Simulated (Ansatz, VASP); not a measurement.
**Two plane-wave programs on CaSn2Se3**

File INCAR:

```
SYSTEM = CaSn2Se3
ALGO     = Normal         ! electronic algorithm
EDIFF    = 1E-6           ! SCF threshold, eV
ENCUT    = 520            ! plane-wave cutoff, eV
GGA      = PE             ! functional
ISIF     = 2              ! what is computed and relaxed
ISMEAR   = 0              ! smearing method
LASPH    = .True.         ! aspherical terms in the spheres
LCHARG   = .False.        ! write CHGCAR
LREAL    = .False.        ! projectors in reciprocal space
LWAVE    = .False.        ! write WAVECAR
NBANDS   = 37             ! bands
NELM     = 80             ! most SCF steps
PREC     = Accurate       ! precision mode
SIGMA    = 0.01           ! smearing width, eV
```

File KPOINTS:

```
k-points
0
Gamma
  8 8 8
  0 0 0
```

File POSCAR:

```
CaSn2Se3
1.0
   -2.1328875556      2.1328875556      9.0848774410
    2.1328875556     -2.1328875556      9.0848774410
    2.1328875556      2.1328875556     -9.0848774410
Sn Se Ca
2 3 1
Direct
    0.8346620249      0.8346620249      0.0000000000
    0.1653379751      0.1653379751      0.0000000000
    0.6646958516      0.6646958516      0.0000000000
    0.0000000000      0.0000000000      0.0000000000
    0.3353041484      0.3353041484      0.0000000000
    0.5000000000      0.5000000000      0.0000000000
```

Input for Ansatz:

```yaml
crystal:
  lattice:
    - [-2.1328875556, 2.1328875556, 9.084877441]
    - [2.1328875556, -2.1328875556, 9.084877441]
    - [2.1328875556, 2.1328875556, -9.084877441]
  atoms:
    - { symbol: Sn, position: [0.8346620249, 0.8346620249, 0.0] }
    - { symbol: Se, position: [0.6646958516, 0.6646958516, 0.0] }
    - { symbol: Sn, position: [0.1653379751, 0.1653379751, 0.0] }
    - { symbol: Se, position: [0.0, 0.0, 0.0] }
    - { symbol: Ca, position: [0.5, 0.5, 0.0] }
    - { symbol: Se, position: [0.3353041484, 0.3353041484, 0.0] }
kpoints:
  mp_grid: { grid: [8, 8, 8] }
hamiltonian:
  xc: pbe
scf:
  occupations: { method: fixed }
  n_extra_bands: 5
output:
  forces: true
  stress: true
  eigenvalues: true
```

Alike in both runs: task single point; functional PBE; k mesh 8 × 8 × 8; no spin polarisation.

```csv
,VASP,Ansatz
version,VASP 6.6.1,Ansatz 0.2.0
potentials or method,"VASP PAW PBE potentials, release 64 (Sn_d, Se, Ca_sv)","plane waves, PAW"
plane-wave cutoff (eV),520,420
occupations,"gaussian, width 0.01 eV",fixed
valence electrons in the cell,56,86
```

|  | VASP | Ansatz | Ansatz less VASP |
| --- | --- | --- | --- |
| gap on the k mesh at the Fermi level (eV) | 0.41 | 0.41 | 0.000 |
| pressure (GPa) | 0.0 | 0.0 | -0.04 |

VASP's potentials hold 56 valence electrons a cell and Ansatz's 86, so a difference there can come from the potentials and not from the codes.
